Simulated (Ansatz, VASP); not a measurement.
Ta2PbO3 in VASP and in Ansatz

File INCAR:

```
ALGO = Normal
EDIFF = 1E-6
EDIFFG = -0.08
ENCUT = 600
GGA = PE
IBRION = 2
ISIF = 3
ISMEAR = 0
LASPH = T
LCHARG = F
LREAL = F
LWAVE = F
NELM = 60
NSW = 36
PREC = Accurate
SIGMA = 0.2
```

File KPOINTS:

```
k-points
0
Gamma
  5 3 3
```

The input POSCAR:

```
Ta2PbO3
1.0
    3.3272419300      0.0000000000      0.0000000000
    0.0000000000      3.6166651600      3.7818934800
    0.0000000000     -3.6166651600      3.7818934800
Ta Pb O
2 1 3
Direct
    0.0000000000      0.9819520100      0.9819520100
    0.5000000000      0.5209059700      0.5209059700
    0.5000000000      0.1978469900      0.1978469900
    0.5000000000      0.7971249800      0.7971249800
    0.0000000000      0.3048160100      0.6973540200
    0.0000000000      0.6973540200      0.3048160100
```

Input for Ansatz:

```yaml
crystal:
  lattice:
    - [3.32724193, 0.0, 0.0]
    - [0.0, 3.61666516, 3.78189348]
    - [0.0, -3.61666516, 3.78189348]
  atoms:
    - { symbol: Ta, position: [0.0, 0.98195201, 0.98195201] }
    - { symbol: Ta, position: [0.5, 0.52090597, 0.52090597] }
    - { symbol: Pb, position: [0.5, 0.19784699, 0.19784699] }
    - { symbol: O, position: [0.5, 0.79712498, 0.79712498] }
    - { symbol: O, position: [0.0, 0.30481601, 0.69735402] }
    - { symbol: O, position: [0.0, 0.69735402, 0.30481601] }
basis:
  ecutwfc: 420
kpoints:
  mp_grid: { grid: [5, 3, 3] }
hamiltonian:
  xc: pbe
scf:
  occupations: { method: gaussian, width: 0.2 }
  lower_state_search: "off"
output:
  forces: true
  stress: true
  eigenvalues: true
relax:
  adjacent_minimum: "off"
  f_tol: 0.08
  max_steps: 16
  cell: { stress_tol: 0.8 }
```

Change from the starting cell: species swapped into the V2O3F type (Amm2, No. 38).

Alike in both runs: task relaxation of cell and atoms; functional PBE; k mesh 5 × 3 × 3; occupations gaussian, width 0.2 eV; no spin polarisation.

|  | VASP | Ansatz |
| --- | --- | --- |
| version | VASP 6.6.1 | Ansatz 0.2.0 |
| potentials or method | VASP PAW PBE potentials, release 64 (Ta_pv, Pb_d, O), cutoff 600 eV | scalar-relativistic, plane waves, PAW |
| valence electrons in the cell | 54 | 58 |

Ansatz gave:

```
gap on the k mesh at the Fermi level, each at its own relaxed structure (eV) : none
relaxed volume (Å³/atom)                                                     : 15.42
relaxed cell length with the largest relative difference (Å)                 : 5.722
```

**Question.** Estimate VASP's values.

**Answer.** gap on the k mesh at the Fermi level, each at its own relaxed structure (eV): none; relaxed volume (Å³/atom): 15.41; relaxed cell length with the largest relative difference (Å): 5.713.

A gap of «none» marks a metal or a gap that the smearing closes. VASP's potentials hold 54 valence electrons a cell and Ansatz's 58, so a difference there can come from the potentials and not from the codes.

The k mesh is coarse, so the values compare programs but aren't converged. Spin-orbit coupling is off throughout.
